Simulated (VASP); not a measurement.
A run of VASP 6.6.1:

Contents of INCAR:

```
PREC = Accurate
ENCUT = 520
EDIFF = 1E-6
ISMEAR = 0
SIGMA = 0.05
LREAL = False
LASPH = True
NELM = 150
ALGO = Normal
ISIF = 2
LWAVE = False
LCHARG = True
ISPIN = 2
MAGMOM = 3.79 0
LORBIT = 11
LMAXMIX = 4
GGA = PE
LELF = True
LVHAR = True
NBANDS = 18
```

File KPOINTS:

```
Automatic mesh
0
Gamma
  14 14 14
```

File POSCAR:

```
FeO
1.0
    0.0000000000      2.1542589956      2.1542589956
    2.1542589956      0.0000000000      2.1542589956
    2.1542589956      2.1542589956      0.0000000000
Fe O
1 1
Direct
    0.0000000000      0.0000000000      0.0000000000
    0.4721481957      0.5278518043      0.5278518043
```

Potentials or basis: VASP PAW PBE potentials, release 64 (Fe, O).

The run is started by

```bash
$ cat potpaw_PBE.64/Fe/POTCAR potpaw_PBE.64/O/POTCAR > POTCAR
$ mpirun -np 1 vasp_std > vasp.out
```

Hardware: 1 thread of Intel(R) Xeon(R) 6975P-C (Granite Rapids) (shared host).

Q: Estimate the wall time of this run.

A: Run time: 79 s on 1 thread of Intel(R) Xeon(R) 6975P-C (Granite Rapids), with other jobs on the host, peak memory 0.25 GiB. Counts: scf iterations 15, k points 244.
